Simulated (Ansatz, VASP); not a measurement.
# Two plane-wave programs on Al

Contents of INCAR:

```
SYSTEM = Al
PREC     = Accurate       ! precision mode
ENCUT    = 520            ! plane-wave cutoff, eV
EDIFF    = 1E-6           ! SCF threshold, eV
ISMEAR   = 0              ! smearing method
SIGMA    = 0.15           ! smearing width, eV
LREAL    = .False.        ! projectors in reciprocal space
LASPH    = .True.         ! aspherical terms in the spheres
NELM     = 100            ! most SCF steps
ALGO     = Fast           ! electronic algorithm
ISIF     = 2              ! what is computed and relaxed
LWAVE    = .False.        ! write WAVECAR
LCHARG   = .False.        ! write CHGCAR
GGA      = PE             ! functional
IVDW     = 12             ! dispersion correction
NBANDS   = 14             ! bands
```

The input KPOINTS:

```
regular mesh
0
Gamma
  18 18 4
  0 0 0
```

The input POSCAR:

```
Al
1.0
    2.8144222649      0.0000000000      0.0000000000
   -1.4072111325      2.4373611784      0.0000000000
    0.0000000000      0.0000000000      9.2410470711
Al
4
Direct
   -0.0933796772     -0.1867593544      0.0000000000
    0.3333333333      0.6666666667      0.2500000000
    0.0933796772      0.1867593544      0.5000000000
    0.6666666667      0.3333333333      0.7500000000
```

Input for Ansatz:

```yaml
crystal:
  lattice:
    - [2.8144222649, 0.0, 0.0]
    - [-1.4072111325, 2.4373611784, 0.0]
    - [0.0, 0.0, 9.2410470711]
  atoms:
    - { symbol: Al, position: [-0.0933796772, -0.1867593544, 0.0] }
    - { symbol: Al, position: [0.3333333333, 0.6666666667, 0.25] }
    - { symbol: Al, position: [0.0933796772, 0.1867593544, 0.5] }
    - { symbol: Al, position: [0.6666666667, 0.3333333333, 0.75] }
basis:
  ecutwfc: 420
kpoints:
  mp_grid: { grid: [18, 18, 4] }
hamiltonian:
  xc: pbe
  pseudopotentials: { kind: paw, azcp: { folder: soft_1 } }
  dispersion: d3bj
scf:
  occupations: { method: gaussian, width: 0.15 }
output:
  forces: true
  stress: true
  eigenvalues: true
```

Change from the starting cell: mode 4 frozen in at +0.000 Å and mode 5 at -0.455 Å (largest displacements).

Alike in both runs: task single point; functional PBE; dispersion D3(BJ); k mesh 18 × 18 × 4; occupations gaussian, width 0.15 eV; no spin polarisation.

|  | VASP | Ansatz |
| --- | --- | --- |
| version | VASP 6.6.1 | Ansatz 0.2.0 |
| potentials or method | VASP PAW PBE potentials, release 64 (Al), cutoff 520 eV | scalar-relativistic, plane waves, PAW |
| valence electrons in the cell | 12 | 12 |

```tsv
	VASP	Ansatz	Ansatz less VASP
gap on the k mesh at the Fermi level (eV)	none	none	-
pressure (GPa)	1.8	1.8	0.00
traceless stress, the component that is largest in VASP (GPa)	2.93	2.92	-0.003
rms of the force components (eV/Å)	0.215	0.216	+0.0002
```

Atom by atom the forces differ by 0.000 eV/Å (rms over components). A gap of «none» marks a metal or a gap that the smearing closes.
